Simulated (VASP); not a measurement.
# VTeSe (P-6m2) in VASP: single point with PBE

Aim: the single point of VTeSe with PBE.

Everything below comes from runs of VASP 6.6.1. Logs are shortened: lines on timing, memory, paths and dates and some standing lists are left out, and cuts for length are marked.

## Step 1: The cell of the first run

The structure is hexagonal, space group P-6m2 (No. 187). Conventional cell: a = 4.131 Å, b = 4.131 Å, c = 5.241 Å, α = 90.00°, β = 90.00°, γ = 120.00°. V (site symmetry -6m2) has 3 Se at 2.39 Å and 2 Te at 2.62 Å within 3.2 Å. Within 3.6 Å of Te (site symmetry -6m2) lie 2 V at 2.62 Å and 6 Se at 3.54 Å. Within 3.2 Å of Se (site symmetry -6m2) lie 3 V at 2.39 Å.

The cell was generated, and may not be a known phase.

## Step 2: Single point, PBE, collinear spin, ferrimagnetic start

File INCAR:

```
PREC = Accurate
ENCUT = 520
EDIFF = 1E-6
ISMEAR = 0
SIGMA = 0.1
LREAL = False
LASPH = True
NELM = 150
ALGO = Normal
ISIF = 2
LWAVE = False
LCHARG = True
ISPIN = 2
MAGMOM = 1.43 -0.19 0
LORBIT = 11
LMAXMIX = 4
GGA = PE
LELF = True
LVHAR = True
NBANDS = 24
```

File KPOINTS:

```
Automatic mesh
0
Gamma
  12 12 10
```

File POSCAR:

```
VTeSe
1.0
    4.1311947316      0.0000000000      0.0000000000
   -2.0655973658      3.5777195855      0.0000000000
    0.0000000000      0.0000000000      5.2411035259
V Te Se
1 1 1
Direct
    0.0000000000      0.0000000000      0.5000000000
    0.0000000000      0.0000000000      0.0000000000
    0.3333333333      0.6666666667      0.5000000000
```

Potentials or basis: VASP PAW PBE potentials, release 64 (V_sv, Te, Se).

On the command line:

```
$ cat potpaw_PBE.64/V_sv/POTCAR potpaw_PBE.64/Te/POTCAR potpaw_PBE.64/Se/POTCAR > POTCAR
$ mpirun -np 1 vasp_std > vasp.out
```

OUTCAR:

```text
PREC = Accurate
   ENCUT = 520
   EDIFF = 1E-6
   ISMEAR = 0
   LREAL = False
   LASPH = True
   NELM = 150
   ISIF = 2
   ISPIN = 2
   LORBIT = 11
   GGA = PE

 ion  position               nearest neighbor table
   1  0.000  0.000  0.500-   3 2.39   3 2.39   3 2.39   2 2.62   2 2.62
   2  0.000  0.000  0.000-   1 2.62   1 2.62
   3  0.333  0.667  0.500-   1 2.39   1 2.39   1 2.39

  LATTYP: Found a hexagonal cell.
 ALAT       =     4.1311947316
 C/A-ratio  =     1.2686653296

  Lattice vectors:

 A1 = (   4.1311947316,   0.0000000000,   0.0000000000)
 A2 = (  -2.0655973658,   3.5777195855,   0.0000000000)
 A3 = (   0.0000000000,   0.0000000000,   5.2411035259)

Analysis of symmetry for initial positions (statically):
=====================================================================
 Subroutine PRICEL returns:
 Original cell was already a primitive cell.

 Routine SETGRP: Setting up the symmetry group for a
 hexagonal supercell.

 Subroutine GETGRP returns: Found 12 space group operations
 (whereof 12 operations were pure point group operations)
 out of a pool of 24 trial point group operations.

The static configuration has the point symmetry D_3h.

Analysis of symmetry for dynamics (positions and initial velocities):
=====================================================================
 Subroutine PRICEL returns:
 Original cell was already a primitive cell.

 Routine SETGRP: Setting up the symmetry group for a
 hexagonal supercell.

 Subroutine GETGRP returns: Found 12 space group operations
 (whereof 12 operations were pure point group operations)
 out of a pool of 24 trial point group operations.

The dynamic configuration has the point symmetry D_3h.

Analysis of structural, dynamic, and magnetic symmetry:
=====================================================================
 Subroutine PRICEL returns:
 Original cell was already a primitive cell.

 Routine SETGRP: Setting up the symmetry group for a
 hexagonal supercell.

 Subroutine GETGRP returns: Found 12 space group operations
 (whereof 12 operations were pure point group operations)
 out of a pool of 24 trial point group operations.

The overall configuration has the point symmetry D_3h.

 Subroutine INISYM returns: Found 12 space group operations
 (whereof 12 operations are pure point group operations),
 and found     1 'primitive' translations
[... 119 lines left out ...]
  Fermi-wavevector in a.u.,A,eV,Ry     =   1.122932  2.122033 17.156609  1.260975
  Thomas-Fermi vector in A             =   2.259595
   LORBIT       =     11    0 simple, 1 ext, 2 COOP (PROOUT), +10 PAW based schemes
   GGA     = PE    functional components
   LHFCALC =     F    Hartree Fock is set to
   AEXX    =    0.0000 exact exchange contribution
   IVDW    =     0    specifies the selected vdW correction
   LEPSILON=     F    determine dielectric tensor
   LRPA    =     F    only Hartree local field effects (RPA)
 spin polarized calculation
 Gauss-broadening in eV      SIGMA  =   0.10
  energy-cutoff  :      520.00
  volume of cell :       77.46
 maximum number of plane-waves:      2119
 NGX is ok and might be reduce to    32
   NGX = 15   NGY = 15   NGZ = 19

 number of electron      25.0000000 magnetization       0.0016569

 number of electron      25.0000000 magnetization      -0.0011687

 Free energy of the ion-electron system (eV)
  ---------------------------------------------------
  ext. energy  EPLUGINS =         0.00000000
  ---------------------------------------------------
  free energy    TOTEN  =       -16.01997112 eV

  energy without entropy =      -16.00453912  energy(sigma->0) =      -16.01225512

 E-fermi :   5.0844     XC(G=0):  -9.5374

 val. band max:        5.0840401747   @ k =   0.1667   0.1667   0.1000
 cond. band min:       5.0860824777   @ k =   0.5000   0.0000   0.1000
 fundamental gap:      0.0020423030
 Fermi energy:         5.0843927751

 spin component 1

 k-point     1 :       0.0000    0.0000    0.0000
  band No.  band energies     occupation
      1     -59.4879      1.00000
      2     -33.3746      1.00000
      3     -33.3746      1.00000
      4     -33.3460      1.00000
      5      -8.8497      1.00000
      6      -5.6812      1.00000
[... 637 lines left out ...]
     23      15.2094      0.00000
     24      15.2098      0.00000

 [... further k-points ...]

 spin component 2

 k-point     1 :       0.0000    0.0000    0.0000
  band No.  band energies     occupation
      1     -59.4892      1.00000
      2     -33.3760      1.00000
      3     -33.3760      1.00000
      4     -33.3471      1.00000
      5      -8.8496      1.00000
      6      -5.6811      1.00000
[... 637 lines left out ...]
     23      15.2094      0.00000
     24      15.2095      0.00000

 [... further k-points ...]

------------------------ aborting loop because EDIFF is reached ----------------------------------------

  FORCE on cell =-STRESS in cart. coord.  units (eV):
  Direction    XX          YY          ZZ          XY          YZ          ZX
  --------------------------------------------------------------------------------------
  -------------------------------------------------------------------------------------
  Total        0.0497057      0.0497057     -0.0099565      0.0000000     -0.0000000      0.0000000
  in kB        1.0280454      1.0280454     -0.2059257      0.0000000     -0.0000000      0.0000000
  external PRESSURE =       0.6167217 kB  Pullay stress =       0.0000000 kB

 VOLUME and BASIS-vectors are now :
 -----------------------------------------------------------------------------
  energy-cutoff  :      520.00
  volume of cell :       77.46
      direct lattice vectors                 reciprocal lattice vectors
     4.131194732  0.000000000  0.000000000     0.242060727  0.139753826  0.000000000
    -2.065597366  3.577719586  0.000000000     0.000000000  0.279507652  0.000000000
     0.000000000  0.000000000  5.241103526     0.000000000  0.000000000  0.190799513

 POSITION                                       TOTAL-FORCE (eV/Angst)
 -----------------------------------------------------------------------------------
      0.00000      0.00000      2.62055         0.000000     -0.000000      0.000000
      0.00000      0.00000      0.00000         0.000000     -0.000000      0.000000
     -0.00000      2.38515      2.62055        -0.000000      0.000000      0.000000
 -----------------------------------------------------------------------------------
    total drift:                                0.000001     -0.000001     -0.000000

  FREE ENERGIE OF THE ION-ELECTRON SYSTEM (eV)
  ---------------------------------------------------
  free  energy   TOTEN  =       -16.0199711151 eV

  energy  without entropy=      -16.0045391183  energy(sigma->0) =      -16.01225512

 total charge

# of ion       s       p       d       tot
------------------------------------------
    1        2.243   6.175   3.116  11.534
    2        1.381   1.949   0.029   3.360
    3        1.453   2.389   0.067   3.908
--------------------------------------------------
tot          5.077  10.513   3.213  18.802

 magnetization (x)

# of ion       s       p       d       tot
------------------------------------------
    1       -0.000  -0.000  -0.001  -0.001
    2        0.000   0.000  -0.000   0.000
    3        0.000   0.000  -0.000   0.000
--------------------------------------------------
tot          0.000   0.000  -0.001  -0.001
```

OSZICAR:

```text
N       E                     dE             d eps       ncg     rms          rms(c)
DAV:   1     0.177341126868E+03    0.17734E+03   -0.12767E+04 12496   0.905E+02
DAV:   2    -0.100985995546E+02   -0.18744E+03   -0.18059E+03 12384   0.257E+02
DAV:   3    -0.183680862284E+02   -0.82695E+01   -0.81912E+01 13880   0.544E+01
[... 18 lines left out ...]
DAV:  22    -0.160199637501E+02   -0.26810E-05   -0.24735E-05 13504   0.137E-02    0.684E-03
DAV:  23    -0.160199693320E+02   -0.55819E-05   -0.45689E-04 13320   0.601E-02    0.143E-02
DAV:  24    -0.160199707997E+02   -0.14677E-05   -0.11277E-04 13640   0.288E-02    0.778E-03
DAV:  25    -0.160199709387E+02   -0.13903E-06   -0.31319E-05 13448   0.141E-02    0.432E-03
DAV:  26    -0.160199711151E+02   -0.17633E-06   -0.53178E-06  8760   0.866E-03
   1 F= -.16019971E+02 E0= -.16012255E+02  d E =-.154320E-01  mag=     0.0003
```

Wall time 6.4 min (1 thread of AMD EPYC 9R45 (Zen 5), shared host); peak memory 0.45 GiB.

What came out:

| Item | Value |
| --- | --- |
| Free energy | -16.0200 eV |
| Pressure | 0.1 GPa |
| Net moment | 0.00 μB per cell |
| Valence electrons inside the program's atomic spheres | V 11.53; Te 3.36; Se 3.91 |

Levels at points of the mesh, in eV from the Fermi level:
Spin up:
| k point | band 8 | band 9 | band 10 | band 11 | band 12 | band 13 | band 14 | band 15 | band 16 | band 17 |
| --- | --- | --- | --- | --- | --- | --- | --- | --- | --- | --- |
| (0.00, 0.00, 0.00) | -4.06 | -4.06 | -0.15 | -0.15 | 0.03 | 0.03 | 0.56 | 0.81 | 3.27 | 3.27 |
| (0.50, 0.00, 0.00) | -3.54 | -3.45 | -2.37 | -2.06 | -0.40 | -0.31 | -0.10 | 1.07 | 1.16 | 1.31 |
| (0.00, 0.00, 0.50) | -4.02 | -3.90 | -2.01 | -1.20 | -1.20 | 1.77 | 1.77 | 1.82 | 2.85 | 2.85 |
| (0.50, 0.00, 0.50) | -4.63 | -3.32 | -3.15 | -1.70 | -0.36 | -0.28 | 0.64 | 1.01 | 1.39 | 3.60 |
Spin down:
| k point | band 8 | band 9 | band 10 | band 11 | band 12 | band 13 | band 14 | band 15 | band 16 | band 17 |
| --- | --- | --- | --- | --- | --- | --- | --- | --- | --- | --- |
| (0.00, 0.00, 0.00) | -4.06 | -4.06 | -0.15 | -0.15 | 0.03 | 0.03 | 0.56 | 0.81 | 3.27 | 3.27 |
| (0.50, 0.00, 0.00) | -3.54 | -3.45 | -2.37 | -2.06 | -0.40 | -0.32 | -0.10 | 1.07 | 1.16 | 1.31 |
| (0.00, 0.00, 0.50) | -4.02 | -3.90 | -2.01 | -1.20 | -1.20 | 1.77 | 1.77 | 1.82 | 2.85 | 2.85 |
| (0.50, 0.00, 0.50) | -4.63 | -3.32 | -3.15 | -1.70 | -0.36 | -0.28 | 0.64 | 1.01 | 1.39 | 3.60 |

Caveat: the moments typed at the start vanished in this run; spin-orbit coupling is left out, which moves the levels of the heavy elements.
